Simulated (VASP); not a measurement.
# Al (P6_3/mmc) in VASP: further runs

Runs on Al. Level: PBEsol+D3(BJ). Tasks: single point.

Program: VASP 6.6.1. These are calculated values, not measurements. Logs are shortened: lines on timing, memory, paths and dates and some standing lists are left out, and cuts for length are marked.

### Step 1. The cell of the first run

It takes space group P6_3/mmc (No. 194, hexagonal). The conventional cell has a = 2.829 Å, b = 2.829 Å, c = 9.138 Å, α = 90.00°, β = 90.00°, γ = 120.00°. Al (site symmetry -3m) has 12 Al at 2.81 to 2.83 Å within 3.7 Å. Within 3.7 Å of Al (site symmetry -6m2) lie 12 Al at 2.81 to 2.83 Å.

This isn't the form of Al at room conditions, which is fcc.

### Step 2. Single point, PBEsol+D3(BJ) (biaxial strain in the a-b plane: +1.0 %)

INCAR

```
PREC = Accurate ; ENCUT = 520
EDIFF = 1E-6 ; ISMEAR = 0
SIGMA = 0.1 ; LREAL = False
LASPH = True ; NELM = 100
ALGO = Fast ; ISIF = 2
LWAVE = False ; LCHARG = False
GGA = PS ; IVDW = 12
NBANDS = 14
```

KPOINTS

```
Automatic mesh
0
Gamma
  24 24 6
```

POSCAR

```
Al
1.0
    2.8291294548      0.0000000000      0.0000000000
   -1.4145647274      2.4500979784      0.0000000000
    0.0000000000      0.0000000000      9.1376712472
Al
4
Direct
    0.0000000000      0.0000000000      0.0000000000
    0.3333333333      0.6666666667      0.2500000000
    0.0000000000      0.0000000000      0.5000000000
    0.6666666667      0.3333333333      0.7500000000
```

Potentials or basis: VASP PAW PBE potentials, release 64 (Al).

Started as:

```console
$ cat potpaw_PBE.64/Al/POTCAR > POTCAR
$ mpirun -np 1 vasp_std > vasp.out
```

OUTCAR:

```text
PREC = Accurate
   ENCUT = 520
   EDIFF = 1E-6
   ISMEAR = 0
   LREAL = False
   LASPH = True
   NELM = 100
   ISIF = 2
   GGA = PS
   IVDW = 12
 IVDW          = 12

 ion  position               nearest neighbor table
   1  0.000  0.000  0.000-   2 2.81   4 2.81   2 2.81   4 2.81   4 2.81   2 2.81
   2  0.333  0.667  0.250-   1 2.81   3 2.81   1 2.81   3 2.81   1 2.81   3 2.81
   3  0.000  0.000  0.500-   2 2.81   4 2.81   2 2.81   4 2.81   4 2.81   2 2.81
   4  0.667  0.333  0.750-   1 2.81   3 2.81   1 2.81   3 2.81   1 2.81   3 2.81

  LATTYP: Found a hexagonal cell.
 ALAT       =     2.8291294548
 C/A-ratio  =     3.2298526431

  Lattice vectors:

 A1 = (   2.8291294548,   0.0000000000,   0.0000000000)
 A2 = (  -1.4145647274,   2.4500979784,   0.0000000000)
 A3 = (   0.0000000000,   0.0000000000,   9.1376712472)

Analysis of symmetry for initial positions (statically):
=====================================================================
 Subroutine PRICEL returns:
 Original cell was already a primitive cell.

 Routine SETGRP: Setting up the symmetry group for a
 hexagonal supercell.

 Subroutine GETGRP returns: Found 24 space group operations
 (whereof 12 operations were pure point group operations)
 out of a pool of 24 trial point group operations.

The static configuration has the point symmetry D_3d.
 The point group associated with its full space group is D_6h.

Analysis of symmetry for dynamics (positions and initial velocities):
=====================================================================
 Subroutine PRICEL returns:
 Original cell was already a primitive cell.

 Routine SETGRP: Setting up the symmetry group for a
 hexagonal supercell.

 Subroutine GETGRP returns: Found 24 space group operations
 (whereof 12 operations were pure point group operations)
 out of a pool of 24 trial point group operations.

The dynamic configuration has the point symmetry D_3d.
 The point group associated with its full space group is D_6h.

 Subroutine INISYM returns: Found 24 space group operations
 (whereof 12 operations are pure point group operations),
 and found     1 'primitive' translations

----------------------------------------------------------------------------------------

                                     Primitive cell

  volume of cell :      63.3391

  direct lattice vectors                    reciprocal lattice vectors
     2.829129455  0.000000000  0.000000000     0.353465621  0.204073472  0.000000000
    -1.414564727  2.450097978  0.000000000     0.000000000  0.408146943  0.000000000
     0.000000000  0.000000000  9.137671247     0.000000000  0.000000000  0.109437074

  length of vectors
     2.829129455  2.829129455  9.137671247     0.408146943  0.408146943  0.109437074

  position of ions in fractional coordinates (direct lattice)
     0.000000000  0.000000000  0.000000000
     0.333333333  0.666666667  0.250000000
     0.000000000  0.000000000  0.500000000
     0.666666667  0.333333333  0.750000000

  ion indices of the primitive-cell ions
   primitive index   ion index
                 1           1
                 2           2
                 3           3
                 4           4

----------------------------------------------------------------------------------------

 KPOINTS: Automatic mesh

Automatic generation of k-mesh.
 Grid dimensions read from file:
 generate k-points for:   24   24    6

 Generating k-lattice:

  Cartesian coordinates                     Fractional coordinates (reciprocal lattice)
     0.014727734  0.008503061  0.000000000     0.041666667  0.000000000  0.000000000
     0.000000000  0.017006123  0.000000000     0.000000000  0.041666667  0.000000000
     0.000000000  0.000000000  0.018239512     0.000000000  0.000000000  0.166666667

  Length of vectors
     0.017006123  0.017006123  0.018239512

  Shift w.r.t. Gamma in fractional coordinates (k-lattice)
     0.000000000  0.000000000  0.000000000

 Subroutine IBZKPT returns following result:
 ===========================================

 Found    244 irreducible k-points:

 Following reciprocal coordinates:
            Coordinates               Weight
  0.000000  0.000000  0.000000      1.000000
  0.041667 -0.000000  0.000000      6.000000
  0.083333 -0.000000  0.000000      6.000000
  0.125000 -0.000000  0.000000      6.000000
  0.166667 -0.000000  0.000000      6.000000
  0.208333  0.000000  0.000000      6.000000
[... 16 lines left out ...]
  0.416667  0.041667  0.000000     12.000000
  0.458333  0.041667  0.000000     12.000000
 [... further k-points ...]
   k-points           NKPTS =    244   k-points in BZ     NKDIM =    244   number of bands    NBANDS=     14
   number of dos      NEDOS =    301   number of ions     NIONS =      4
   total plane-waves  NPLWV =  40320
   dimension x,y,z NGX =    24 NGY =   24 NGZ =   70
   dimension x,y,z NGXF=    48 NGYF=   48 NGZF=  140
   ions per type =               4
   NGX,Y,Z   is equivalent  to a cutoff of  14.10, 14.10, 12.74 a.u.
   NGXF,Y,Z  is equivalent  to a cutoff of  28.21, 28.21, 25.47 a.u.
 SYSTEM =  unknown system
   PREC   = accura    normal or accurate (medium, high low for compatibility)
   ISTART =      0    job   : 0-new  1-cont  2-samecut
   ICHARG =      2    charge: 1-file 2-atom 10-const
   ISPIN  =      1    spin polarized calculation?
   LNONCOLLINEAR =      F non collinear calculations
   LSORBIT =      F    spin-orbit coupling
   LASPH  =      T    aspherical Exc in radial PAW
   ENCUT  =  520.0 eV  38.22 Ry    6.18 a.u.   5.26  5.26 16.99*2*pi/ulx,y,z
   NELM   =    100;   NELMIN=  2; NELMDL= -5     # of ELM steps
   EDIFF  = 0.1E-05   stopping-criterion for ELM
   LREAL  =      F    real-space projection
   EDIFFG = 0.1E-04   stopping-criterion for IOM
   NSW    =      0    number of steps for IOM
   IBRION =     -1    ionic relax: 0-MD 1-quasi-New 2-CG
   NFREE  =      0    steps in history (QN), initial steepest desc. (CG)
   ISIF   =      2    stress and relaxation
   ISYM   =      2    0-nonsym 1-usesym 2-fastsym
   POTIM  = 0.5000    time-step for ionic-motion
   TEBEG  =    0.0;   TEEND  =   0.0 temperature during run
   PSTRESS=    0.0 pullay stress
   NELECT =      12.0000    total number of electrons
   NUPDOWN=      -1.0000    fix difference up-down
   EMIN   =  10.00;   EMAX   =-10.00  energy-range for DOS
   EFERMI =   0.00;   METHOD = LEGACY
   ISMEAR =     0;   SIGMA  =   0.10  broadening in eV -4-tet -1-fermi 0-gaus
   EFERMI_NEDOS =   21; number of points for ismear=-14 and -15
   IALGO  =     68    algorithm
   IMIX   =      4    mixing-type and parameters
     AMIX     =   0.40;   BMIX     =  1.00
     AMIX_MAG =   1.60;   BMIX_MAG =  1.00
  volume/ion in A,a.u.               =      15.83       106.86
  Fermi-wavevector in a.u.,A,eV,Ry     =   0.940253  1.776820 12.028576  0.884075
  Thomas-Fermi vector in A             =   2.067646
   LORBIT       =      0    0 simple, 1 ext, 2 COOP (PROOUT), +10 PAW based schemes
   GGA     = PS    functional components
   LHFCALC =     F    Hartree Fock is set to
   AEXX    =    0.0000 exact exchange contribution
   IVDW    =    12    specifies the selected vdW correction
   LEPSILON=     F    determine dielectric tensor
   LRPA    =     F    only Hartree local field effects (RPA)
 non-spin polarized calculation
 RMM-DIIS sequential band-by-band and
 Gauss-broadening in eV      SIGMA  =   0.10
  energy-cutoff  :      520.00
  volume of cell :       63.34
 maximum number of plane-waves:      1728
 NGX is ok and might be reduce to    24
   NGX = 11   NGY = 11   NGZ = 33

 number of electron      12.0000000 magnetization

 Free energy of the ion-electron system (eV)
  ---------------------------------------------------
  ext. energy  EPLUGINS =         0.00000000
  ---------------------------------------------------
  free energy    TOTEN  =       -16.30568118 eV

  energy without entropy =      -16.29786697  energy(sigma->0) =      -16.30177408

 E-fermi :   8.3764     XC(G=0): -10.4084

 val. band max:        8.3758217315   @ k =   0.1250   0.0833   0.5000
 cond. band min:       8.3794183837   @ k =   0.3333   0.1250   0.0000
 fundamental gap:      0.0035966522
 Fermi energy:         8.3764013100

 k-point     1 :       0.0000    0.0000    0.0000
  band No.  band energies     occupation
      1      -3.0335      2.00000
      2      -1.2732      2.00000
      3      -1.2722      2.00000
      4       3.6894      2.00000
      5       4.0899      2.00000
      6      12.1103      0.00000
      7      12.1247      0.00000
      8      19.1761      0.00000
      9      19.1761      0.00000
     10      19.3407      0.00000
     11      19.3407      0.00000
     12      20.3122      0.00000
     13      20.3136      0.00000
     14      20.4899      0.00000

 k-point     2 :       0.0417   -0.0000    0.0000
  band No.  band energies     occupation
      1      -2.9908      2.00000
      2      -1.2310      2.00000
      3      -1.2300      2.00000
      4       3.7288      2.00000
      5       4.1315      2.00000
      6      12.1433      0.00000
      7      12.1595      0.00000
      8      18.0382      0.00000
      9      18.4184      0.00000
     10      19.4040      0.00000
     11      19.4943      0.00000
     12      19.6012      0.00000
     13      19.8059      0.00000
     14      19.8750      0.00000
[... 343 lines left out ...]
      1       1.6320      2.00000
      2       3.3086      2.00000
      3       3.3200      2.00000
      4       4.5532      2.00000
      5       6.2661      2.00000
      6       6.2886      2.00000
      7       8.1331      1.99942
      8       8.7964      0.00000
      9      10.9783      0.00000
     10      11.4340      0.00000
     11      13.3603      0.00000
     12      14.6552      0.00000
     13      14.8878      0.00000
     14      15.8033      0.00000

 k-point    24 :       0.4583    0.0417    0.0000
  band No.  band energies     occupation
      1       2.5346      2.00000
      2       3.5139      2.00000
      3       4.1282      2.00000
      4       4.1636      2.00000
      5       5.2943      2.00000
      6       5.3402      2.00000
      7       8.9485      0.00000
      8       9.5829      0.00000
      9       9.9865      0.00000
     10      10.5138      0.00000
     11      13.2684      0.00000
     12      14.6192      0.00000
     13      14.8135      0.00000
     14      15.9530      0.00000

 [... further k-points ...]

------------------------ aborting loop because EDIFF is reached ----------------------------------------

 Edisp (eV)   -1.32417

 E8    (eV) :    -0.8918

  FORCE on cell =-STRESS in cart. coord.  units (eV):
  Direction    XX          YY          ZZ          XY          YZ          ZX
  --------------------------------------------------------------------------------------
  -------------------------------------------------------------------------------------
  Total      -0.71964    -0.71964     0.01233     0.00000    -0.00000     0.00000
  in kB     -18.20343   -18.20343     0.31181     0.00000    -0.00000     0.00000
  external pressure =      -12.03 kB  Pullay stress =        0.00 kB

 VOLUME and BASIS-vectors are now :
 -----------------------------------------------------------------------------
  energy-cutoff  :      520.00
  volume of cell :       63.34
      direct lattice vectors                 reciprocal lattice vectors
     2.829129455  0.000000000  0.000000000     0.353465621  0.204073472  0.000000000
    -1.414564727  2.450097978  0.000000000     0.000000000  0.408146943  0.000000000
     0.000000000  0.000000000  9.137671247     0.000000000  0.000000000  0.109437074

 POSITION                                       TOTAL-FORCE (eV/Angst)
 -----------------------------------------------------------------------------------
      0.00000      0.00000      0.00000         0.000000      0.000000     -0.000000
     -0.00000      1.63340      2.28442        -0.000000      0.000000     -0.000000
      0.00000      0.00000      4.56884         0.000000      0.000000     -0.000000
      1.41456      0.81670      6.85325        -0.000000      0.000000      0.000000
 -----------------------------------------------------------------------------------
    total drift:                               -0.000000      0.000000      0.000000

  FREE ENERGIE OF THE ION-ELECTRON SYSTEM (eV)
  ---------------------------------------------------
  free  energy   TOTEN  =       -17.6298539290 eV

  energy  without entropy=      -17.6220397097  energy(sigma->0) =      -17.62594682
```

It took 64 s on 1 thread of Intel Xeon 6975P-C (Granite Rapids), shared host; peak memory 0.31 GiB.

Results:

```
Free energy                : -17.6299 eV
Pressure                   : -1.2 GPa
Band gap on the k mesh     : zero (bands 6 and 7 overlap by 5.74 eV)
Dispersion energy per atom : -0.331 eV
```

Stress tensor (GPa, compression positive):
```
-1.82  0.00  0.00
 0.00 -1.82  0.00
 0.00  0.00  0.03
```

Caveat: the cell differs from its parent crystal (biaxial strain in the a-b plane: +1.0 %); the PAW data sets were made with another functional, which shifts forces and pressure a little.

[end of part 1 of 2]
